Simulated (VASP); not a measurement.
# MgH2 (Fm-3m) in VASP: notebook

Runs on MgH2. Level: r2SCAN. Tasks: single point.

Program: VASP 6.6.1. These are calculated values, not measurements. Logs are shortened: lines on timing, memory, paths and dates and some standing lists are left out, and cuts for length are marked.

## Step 1: The cell of the first run

It takes space group Fm-3m (No. 225, cubic). Conventional cell: a = 4.532 Å, b = 4.532 Å, c = 4.532 Å, α = 90.00°, β = 90.00°, γ = 90.00°. Mg (site symmetry m-3m) has 8 H at 1.96 Å within 2.6 Å. Within 2.6 Å of H (site symmetry -43m) lie 4 Mg at 1.96 Å and 6 H at 2.27 Å.

## Step 2: Single point, r2SCAN

POSCAR reads:

```
MgH2
1.0
    0.0000000000      2.2661553257      2.2661553257
    2.2661553257      0.0000000000      2.2661553257
    2.2661553257      2.2661553257      0.0000000000
Mg H
1 2
Direct
    0.0000000000      0.0000000000      0.0000000000
    0.7500000000      0.7500000000      0.7500000000
    0.2500000000      0.2500000000      0.2500000000
```

INCAR.step1 reads:

```
SYSTEM = MgH2
PREC = Accurate
ENCUT = 520
ISMEAR = -1
SIGMA = 0.1
LREAL = .False.
LASPH = .True.
NELM = 100
NBANDS = 9
GGA = PE
ALGO = Normal
EDIFF = 1E-4
LWAVE = .True.
LCHARG = .False.
```

INCAR.step2 reads:

```
SYSTEM = MgH2
PREC = Accurate
ENCUT = 520
EDIFF = 1E-7
ISMEAR = -1
SIGMA = 0.1
LREAL = .False.
LASPH = .True.
NELM = 100
ALGO = Normal
ISIF = 2
LWAVE = .False.
LCHARG = .False.
METAGGA = R2SCAN
LMIXTAU = .True.
NBANDS = 9
ISTART = 1
```

KPOINTS reads:

```
regular mesh
0
Gamma
  6 6 6
  0 0 0
```

Potentials or basis: VASP PAW PBE potentials, release 64 (Mg, H).

Launch:

```console
cat potpaw_PBE.64/Mg/POTCAR potpaw_PBE.64/H/POTCAR > POTCAR
cp INCAR.step1 INCAR
mpirun -np 1 vasp_std > vasp.out
cp INCAR.step2 INCAR
mpirun -np 1 vasp_std > vasp.out
```

OUTCAR:

```text
SYSTEM = MgH2
   PREC = Accurate
   ENCUT = 520
   EDIFF = 1E-7
   ISMEAR = -1
   LREAL = .False.
   LASPH = .True.
   NELM = 100
   ISIF = 2
   METAGGA = R2SCAN
   ISTART = 1

 ion  position               nearest neighbor table
   1  0.000  0.000  0.000-   2 1.96   2 1.96   2 1.96   2 1.96   3 1.96   3 1.96   3 1.96   3 1.96

   2  0.750  0.750  0.750-   1 1.96   1 1.96   1 1.96   1 1.96
   3  0.250  0.250  0.250-   1 1.96   1 1.96   1 1.96   1 1.96

  LATTYP: Found a face centered cubic cell.
 ALAT       =     4.5323106514

  Lattice vectors:

 A1 = (   0.0000000000,   2.2661553257,   2.2661553257)
 A2 = (   2.2661553257,   0.0000000000,   2.2661553257)
 A3 = (   2.2661553257,   2.2661553257,   0.0000000000)

Analysis of symmetry for initial positions (statically):
=====================================================================
 Subroutine PRICEL returns:
 Original cell was already a primitive cell.

 Routine SETGRP: Setting up the symmetry group for a
 face centered cubic supercell.

 Subroutine GETGRP returns: Found 48 space group operations
 (whereof 48 operations were pure point group operations)
 out of a pool of 48 trial point group operations.

The static configuration has the point symmetry O_h .

Analysis of symmetry for dynamics (positions and initial velocities):
=====================================================================
 Subroutine PRICEL returns:
 Original cell was already a primitive cell.

 Routine SETGRP: Setting up the symmetry group for a
 face centered cubic supercell.

 Subroutine GETGRP returns: Found 48 space group operations
 (whereof 48 operations were pure point group operations)
 out of a pool of 48 trial point group operations.

The dynamic configuration has the point symmetry O_h .

 Subroutine INISYM returns: Found 48 space group operations
 (whereof 48 operations are pure point group operations),
 and found     1 'primitive' translations

----------------------------------------------------------------------------------------

                                     Primitive cell

  volume of cell :      23.2755

  direct lattice vectors                    reciprocal lattice vectors
     0.000000000  2.266155326  2.266155326    -0.220638009  0.220638009  0.220638009
     2.266155326  0.000000000  2.266155326     0.220638009 -0.220638009  0.220638009
[... 81 lines left out ...]
   NSW    =      0    number of steps for IOM
   IBRION =     -1    ionic relax: 0-MD 1-quasi-New 2-CG
   NFREE  =      0    steps in history (QN), initial steepest desc. (CG)
   ISIF   =      2    stress and relaxation
   ISYM   =      2    0-nonsym 1-usesym 2-fastsym
   POTIM  = 0.5000    time-step for ionic-motion
   TEBEG  =    0.0;   TEEND  =   0.0 temperature during run
   PSTRESS=    0.0 pullay stress
   NELECT =       4.0000    total number of electrons
   NUPDOWN=      -1.0000    fix difference up-down
   EMIN   =  10.00;   EMAX   =-10.00  energy-range for DOS
   EFERMI =   0.00;   METHOD = LEGACY
   ISMEAR =    -1;   SIGMA  =   0.10  broadening in eV -4-tet -1-fermi 0-gaus
   EFERMI_NEDOS =   21; number of points for ismear=-14 and -15
   IALGO  =     38    algorithm
   IMIX   =      4    mixing-type and parameters
     AMIX     =   0.40;   BMIX     =  1.00
     AMIX_MAG =   1.60;   BMIX_MAG =  1.00
  volume/ion in A,a.u.               =       7.76        52.36
  Fermi-wavevector in a.u.,A,eV,Ry     =   0.910183  1.719996 11.271505  0.828432
  Thomas-Fermi vector in A             =   2.034315
   LORBIT       =      0    0 simple, 1 ext, 2 COOP (PROOUT), +10 PAW based schemes
   METAGGA = R2SCAN    functional components
   LHFCALC =     F    Hartree Fock is set to
   AEXX    =    0.0000 exact exchange contribution
   IVDW    =     0    specifies the selected vdW correction
   LEPSILON=     F    determine dielectric tensor
   LRPA    =     F    only Hartree local field effects (RPA)
 non-spin polarized calculation
  energy-cutoff  :      520.00
  volume of cell :       23.28
 maximum number of plane-waves:       636
   NGX = 11   NGY = 11   NGZ = 11

 number of electron       4.0000000 magnetization

 Free energy of the ion-electron system (eV)
  ---------------------------------------------------
  ext. energy  EPLUGINS =         0.00000000
  ---------------------------------------------------
  free energy    TOTEN  =       -11.44751269 eV

  energy without entropy =      -11.44177084  energy(sigma->0) =      -11.44464177

 E-fermi :   3.8183     XC(G=0):  -9.8226

 val. band max:        3.6891027481   @ k =   0.5000   0.5000   0.0000
 cond. band min:       4.4269250540   @ k =  -0.3333   0.5000   0.1667
 fundamental gap:      0.7378223059
 Fermi energy:         3.8182527352

 k-point     1 :       0.0000    0.0000    0.0000
  band No.  band energies     occupation
      1      -7.5438      2.00000
      2       4.9845      0.00002
      3      14.1771      0.00000
      4      14.1771      0.00000
      5      14.1771      0.00000
      6      18.2175      0.00000
      7      18.2176      0.00000
      8      18.2176      0.00000
      9      18.7751      0.00000
[... 169 lines left out ...]
 k-point    16 :      -0.3333    0.5000    0.1667
  band No.  band energies     occupation
      1      -2.1189      2.00000
      2      -0.3684      2.00000
      3       4.4269      0.00454
      4       7.1078      0.00000
      5      12.3270      0.00000
      6      17.3678      0.00000
      7      18.5580      0.00000
      8      23.7581      0.00000
      9      27.4092      0.00000

------------------------ aborting loop because EDIFF is reached ----------------------------------------

  FORCE on cell =-STRESS in cart. coord.  units (eV):
  Direction    XX          YY          ZZ          XY          YZ          ZX
  --------------------------------------------------------------------------------------
  -------------------------------------------------------------------------------------
  Total        1.3510655      1.3510655      1.3510655      0.0000000      0.0000000      0.0000000
  in kB       93.0010777     93.0010777     93.0010777      0.0000000      0.0000000      0.0000000
  external PRESSURE =      93.0010777 kB  Pullay stress =       0.0000000 kB

 VOLUME and BASIS-vectors are now :
 -----------------------------------------------------------------------------
  energy-cutoff  :      520.00
  volume of cell :       23.28
      direct lattice vectors                 reciprocal lattice vectors
     0.000000000  2.266155326  2.266155326    -0.220638009  0.220638009  0.220638009
     2.266155326  0.000000000  2.266155326     0.220638009 -0.220638009  0.220638009
     2.266155326  2.266155326  0.000000000     0.220638009  0.220638009 -0.220638009

 POSITION                                       TOTAL-FORCE (eV/Angst)
 -----------------------------------------------------------------------------------
      0.00000      0.00000      0.00000         0.000000      0.000000      0.000000
      3.39923      3.39923      3.39923         0.000000     -0.000000     -0.000000
      1.13308      1.13308      1.13308        -0.000000      0.000000      0.000000
 -----------------------------------------------------------------------------------
    total drift:                                0.000000      0.000000      0.000000

  FREE ENERGIE OF THE ION-ELECTRON SYSTEM (eV)
  ---------------------------------------------------
  free  energy   TOTEN  =       -11.4475126936 eV

  energy  without entropy=      -11.4417708448  energy(sigma->0) =      -11.44464177
```

OUTCAR.step1:

```text
SYSTEM = MgH2
   PREC = Accurate
   ENCUT = 520
   ISMEAR = -1
   LREAL = .False.
   LASPH = .True.
   NELM = 100
[... 404 lines left out ...]
      0.00000      0.00000      0.00000        -0.000000     -0.000000      0.000000
      3.39923      3.39923      3.39923        -0.000000     -0.000000     -0.000000
      1.13308      1.13308      1.13308         0.000000      0.000000      0.000000
 -----------------------------------------------------------------------------------
    total drift:                                0.000000      0.000000      0.000000

  FREE ENERGIE OF THE ION-ELECTRON SYSTEM (eV)
  ---------------------------------------------------
  free  energy   TOTEN  =        -8.3872600997 eV

  energy  without entropy=       -8.3773262950  energy(sigma->0) =       -8.38229320
```

Wall time 8.9 s (1 thread of Intel Xeon 6975P-C (Granite Rapids), shared host); peak memory 0.14 GiB.

What came out:

| Item | Value |
| --- | --- |
| Free energy | -11.4475 eV |
| Pressure | 9.3 GPa |
| Band gap on the k mesh | zero (band 2 reaches 4.98 eV, above the bottom of band 3 at 3.69 eV) |

Levels at points of the mesh, in eV from the Fermi level:
| k point | band 1 | band 2 | band 3 | band 4 | band 5 | band 6 | band 7 |
| --- | --- | --- | --- | --- | --- | --- | --- |
| (0.00, 0.00, 0.00) | -11.36 | 1.17 | 10.36 | 10.36 | 10.36 | 14.40 | 14.40 |
| (0.50, 0.00, 0.00) | -6.48 | -6.46 | 7.83 | 9.36 | 10.10 | 10.10 | 10.90 |
| (0.50, 0.50, 0.00) | -6.59 | -2.80 | -0.13 | 5.57 | 5.57 | 9.91 | 20.19 |

Caveat: the k points lie up to 0.40 Å⁻¹ apart; the PAW data sets were made with another functional, which shifts forces and pressure a little.

## Step 3: Single point, r2SCAN

This run uses another cell than the first one, of 8.81 Å³/atom, 1.136 times its volume.

POSCAR reads:

```
MgH2
1.0
    0.0000000000      2.3645148645      2.3645148645
    2.3645148645      0.0000000000      2.3645148645
    2.3645148645      2.3645148645      0.0000000000
Mg H
1 2
Direct
    0.0000000000      0.0000000000      0.0000000000
    0.7500000000      0.7500000000      0.7500000000
    0.2500000000      0.2500000000      0.2500000000
```

INCAR.step1 reads:

```
  ALGO = Normal
  EDIFF = 1E-4
  ENCUT = 520
  GGA = PE
  ISMEAR = -1
  LASPH = T
  LCHARG = F
  LREAL = F
  LWAVE = T
  NBANDS = 9
  NELM = 60
  PREC = Accurate
  SIGMA = 0.1
```

INCAR.step2 reads:

```
  ALGO = Normal
  EDIFF = 1E-6
  ENCUT = 520
  ISIF = 2
  ISMEAR = -1
  ISTART = 1
  LASPH = T
  LCHARG = F
  LMIXTAU = T
  LREAL = F
  LWAVE = F
  METAGGA = R2SCAN
  NBANDS = 9
  NELM = 60
  PREC = Accurate
  SIGMA = 0.1
```

KPOINTS reads:

```
k-points
0
Gamma
  6 6 6
```

Potentials or basis: VASP PAW PBE potentials, release 64 (Mg, H).

Launch:

```console
cat potpaw_PBE.64/Mg/POTCAR potpaw_PBE.64/H/POTCAR > POTCAR
cp INCAR.step1 INCAR
mpirun -np 1 vasp_std > vasp.out
cp INCAR.step2 INCAR
mpirun -np 1 vasp_std > vasp.out
```

OUTCAR:

```text
EDIFF = 1E-6
   ENCUT = 520
   ISIF = 2
   ISMEAR = -1
   ISTART = 1
   LASPH = T
   LREAL = F
   METAGGA = R2SCAN
   NELM = 60
   PREC = Accurate

 ion  position               nearest neighbor table
   1  0.000  0.000  0.000-   2 2.05   2 2.05   2 2.05   2 2.05   3 2.05   3 2.05   3 2.05   3 2.05

   2  0.750  0.750  0.750-   1 2.05   1 2.05   1 2.05   1 2.05
   3  0.250  0.250  0.250-   1 2.05   1 2.05   1 2.05   1 2.05

  LATTYP: Found a face centered cubic cell.
 ALAT       =     4.7290297290

  Lattice vectors:

 A1 = (   0.0000000000,   2.3645148645,   2.3645148645)
 A2 = (   2.3645148645,   0.0000000000,   2.3645148645)
 A3 = (   2.3645148645,   2.3645148645,   0.0000000000)

Analysis of symmetry for initial positions (statically):
=====================================================================
 Subroutine PRICEL returns:
 Original cell was already a primitive cell.

 Routine SETGRP: Setting up the symmetry group for a
 face centered cubic supercell.

 Subroutine GETGRP returns: Found 48 space group operations
 (whereof 48 operations were pure point group operations)
 out of a pool of 48 trial point group operations.

The static configuration has the point symmetry O_h .

Analysis of symmetry for dynamics (positions and initial velocities):
=====================================================================
 Subroutine PRICEL returns:
 Original cell was already a primitive cell.

 Routine SETGRP: Setting up the symmetry group for a
 face centered cubic supercell.

 Subroutine GETGRP returns: Found 48 space group operations
 (whereof 48 operations were pure point group operations)
 out of a pool of 48 trial point group operations.

The dynamic configuration has the point symmetry O_h .

 Subroutine INISYM returns: Found 48 space group operations
 (whereof 48 operations are pure point group operations),
 and found     1 'primitive' translations

----------------------------------------------------------------------------------------
[... 111 lines left out ...]
   METAGGA = R2SCAN    functional components
   LHFCALC =     F    Hartree Fock is set to
   AEXX    =    0.0000 exact exchange contribution
   IVDW    =     0    specifies the selected vdW correction
   LEPSILON=     F    determine dielectric tensor
   LRPA    =     F    only Hartree local field effects (RPA)
 non-spin polarized calculation
  energy-cutoff  :      520.00
  volume of cell :       26.44
 maximum number of plane-waves:       725
 NGX is ok and might be reduce to    28
   NGX = 13   NGY = 13   NGZ = 13

 number of electron       4.0000000 magnetization

 Free energy of the ion-electron system (eV)
  ---------------------------------------------------
  ext. energy  EPLUGINS =         0.00000000
  ---------------------------------------------------
  free energy    TOTEN  =       -11.52767060 eV

  energy without entropy =      -11.52307071  energy(sigma->0) =      -11.52537066

 E-fermi :   3.0162     XC(G=0):  -9.3491

 val. band max:        2.9876269277   @ k =   0.5000   0.5000   0.0000
 cond. band min:       3.7102024794   @ k =  -0.3333   0.5000   0.1667
 fundamental gap:      0.7225755516
 Fermi energy:         3.0162392085

 k-point     1 :       0.0000    0.0000    0.0000
  band No.  band energies     occupation
      1      -7.4358      2.00000
      2       3.9277      0.00022
      3      12.8642      0.00000
      4      12.8642      0.00000
      5      12.8642      0.00000
      6      16.1262      0.00000
      7      16.1262      0.00000
      8      16.1262      0.00000
      9      16.7376      0.00000
[... 169 lines left out ...]
 k-point    16 :      -0.3333    0.5000    0.1667
  band No.  band energies     occupation
      1      -2.4762      2.00000
      2      -0.8545      2.00000
      3       3.7102      0.00194
      4       5.9822      0.00000
      5      10.8933      0.00000
      6      15.4261      0.00000
      7      16.5681      0.00000
      8      21.4469      0.00000
      9      24.9734      0.00000

------------------------ aborting loop because EDIFF is reached ----------------------------------------

  FORCE on cell =-STRESS in cart. coord.  units (eV):
  Direction    XX          YY          ZZ          XY          YZ          ZX
  --------------------------------------------------------------------------------------
  -------------------------------------------------------------------------------------
  Total       -0.1037773     -0.1037773     -0.1037773      0.0000000     -0.0000000      0.0000000
  in kB       -6.2886431     -6.2886431     -6.2886431      0.0000000     -0.0000000      0.0000000
  external PRESSURE =      -6.2886431 kB  Pullay stress =       0.0000000 kB

 VOLUME and BASIS-vectors are now :
 -----------------------------------------------------------------------------
  energy-cutoff  :      520.00
  volume of cell :       26.44
      direct lattice vectors                 reciprocal lattice vectors
     0.000000000  2.364514864  2.364514864    -0.211459868  0.211459868  0.211459868
     2.364514864  0.000000000  2.364514864     0.211459868 -0.211459868  0.211459868
     2.364514864  2.364514864  0.000000000     0.211459868  0.211459868 -0.211459868

 POSITION                                       TOTAL-FORCE (eV/Angst)
 -----------------------------------------------------------------------------------
      0.00000      0.00000      0.00000         0.000000      0.000000      0.000000
      3.54677      3.54677      3.54677         0.000000     -0.000000      0.000000
      1.18226      1.18226      1.18226        -0.000000      0.000000     -0.000000
 -----------------------------------------------------------------------------------
    total drift:                                0.000000      0.000000      0.000000

  FREE ENERGIE OF THE ION-ELECTRON SYSTEM (eV)
  ---------------------------------------------------
  free  energy   TOTEN  =       -11.5276706018 eV

  energy  without entropy=      -11.5230707082  energy(sigma->0) =      -11.52537066
```

OUTCAR.step1:

```text
EDIFF = 1E-4
   ENCUT = 520
   GGA = PE
   ISMEAR = -1
   LASPH = T
[... 406 lines left out ...]
      0.00000      0.00000      0.00000        -0.000000     -0.000000     -0.000000
      3.54677      3.54677      3.54677         0.000000      0.000000      0.000000
      1.18226      1.18226      1.18226        -0.000000     -0.000000      0.000000
 -----------------------------------------------------------------------------------
    total drift:                                0.000000      0.000000      0.000000

  FREE ENERGIE OF THE ION-ELECTRON SYSTEM (eV)
  ---------------------------------------------------
  free  energy   TOTEN  =        -8.4969929916 eV

  energy  without entropy=       -8.4896408455  energy(sigma->0) =       -8.49331692
```

It took 13 s on 1 thread of Intel Xeon 6975P-C (Granite Rapids), shared host; peak memory 0.16 GiB.

Results:

```
Free energy            : -11.5277 eV
Pressure               : -0.6 GPa
Band gap on the k mesh : zero (band 2 reaches 3.93 eV, above the bottom of band 3 at 2.99 eV)
```

Caveat: the k points lie up to 0.38 Å⁻¹ apart; the PAW data sets were made with another functional, which shifts forces and pressure a little.

## Step 4: Single point, r2SCAN

This run uses another cell than the first one, of 8.55 Å³/atom, 1.102 times its volume.

POSCAR reads:

```
MgH2
1.0
    0.0000000000      2.3407603430      2.3407603430
    2.3407603430      0.0000000000      2.3407603430
    2.3407603430      2.3407603430      0.0000000000
Mg H
1 2
Direct
    0.0000000000      0.0000000000      0.0000000000
    0.7500000000      0.7500000000      0.7500000000
    0.2500000000      0.2500000000      0.2500000000
```

INCAR.step1 reads:

```
ALGO = Normal
EDIFF = 1E-4
ENCUT = 520
GGA = PE
ISMEAR = -1
LASPH = True
LCHARG = False
LREAL = False
LWAVE = True
NBANDS = 9
NELM = 100
PREC = Accurate
SIGMA = 0.1
```

INCAR.step2 reads:

```
ALGO = Normal
EDIFF = 1E-7
ENCUT = 520
ISIF = 2
ISMEAR = -1
ISTART = 1
LASPH = True
LCHARG = False
LMIXTAU = True
LREAL = False
LWAVE = False
METAGGA = R2SCAN
NBANDS = 9
NELM = 100
PREC = Accurate
SIGMA = 0.1
```

KPOINTS is that of step 3.

Launch:

```console
cat potpaw_PBE.64/Mg/POTCAR potpaw_PBE.64/H/POTCAR > POTCAR
cp INCAR.step1 INCAR
mpirun -np 1 vasp_std > vasp.out
cp INCAR.step2 INCAR
mpirun -np 1 vasp_std > vasp.out
```

Run time: 15 s. Hardware: 1 thread of Intel Xeon 6975P-C (Granite Rapids), shared host; peak memory 0.16 GiB.

It converged, with:

| Property | Result |
| --- | --- |
| Free energy | -11.5251 eV |
| Pressure | 1.4 GPa |
| Band gap on the k mesh | zero (band 2 reaches 4.17 eV, above the bottom of band 3 at 3.15 eV) |

Levels at points of the mesh, in eV from the Fermi level:
```tsv
k point	band 1	band 2	band 3	band 4	band 5
(0.00, 0.00, 0.00)	-10.66	0.97	9.97	9.97	9.97
(0.50, 0.00, 0.00)	-6.11	-6.06	7.47	8.45	9.76
(0.50, 0.50, 0.00)	-6.21	-2.63	-0.05	5.27	5.27
```

Caveat: the k points lie up to 0.39 Å⁻¹ apart; the PAW data sets were made with another functional, which shifts forces and pressure a little.

(Part 1 of 2 ends here.)
